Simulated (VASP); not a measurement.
Runs of VASP 6.6.1 on Cr. The structure is that of space group P6/mmm (No. 191), or close to it. The cells are those of the table. This isn't the form of Cr at room conditions, which is bcc.

```csv
cell,k mesh,gap on the mesh (eV),pressure (GPa)
"a = 4.152, b = 4.152, c = 2.230 Å, angles 90.0, 90.0, 120.0°, 3 atoms",10 × 10 × 16,none,(a)
"a = 4.311, b = 4.311, c = 2.316 Å, angles 90.0, 90.0, 120.0°, 3 atoms",10 × 10 × 16,none,-24.5
"a = 4.152, b = 4.152, c = 2.230 Å, angles 90.0, 90.0, 120.0°, 3 atoms",9 × 9 × 13,none,0.3
"a = 4.095, b = 4.095, c = 2.200 Å, angles 90.0, 90.0, 120.0°, 3 atoms",10 × 10 × 16,none,12.6
"a = 4.206, b = 4.206, c = 2.259 Å, angles 90.0, 90.0, 120.0°, 3 atoms",10 × 10 × 16,none,-9.8
"a = 3.978, b = 3.978, c = 2.137 Å, angles 90.0, 90.0, 120.0°, 3 atoms",10 × 10 × 16,none,46.6
"a = 4.038, b = 4.038, c = 2.169 Å, angles 90.0, 90.0, 120.0°, 3 atoms",10 × 10 × 16,none,(b)
"a = 4.152, b = 4.152, c = 2.230 Å, angles 90.0, 90.0, 120.0°, 3 atoms",12 × 12 × 18,none,0.3
```

Alike in all rows: task single point; level LDA; potentials or basis VASP PAW LDA potentials, release 64 (Cr_pv); no spin polarisation; cutoff (eV) 520; smearing fermi-dirac 0.1 eV.

Q: Fill in the values left out.

A: (a) 0.1; (b) 27.9.

Caveats: the run has no spin polarisation, though such a crystal can be magnetic; the cell stands under pressure (at least some runs); the cell stands under tension (at least some runs).

A gap of «none» marks levels without a gap at the run's occupations.
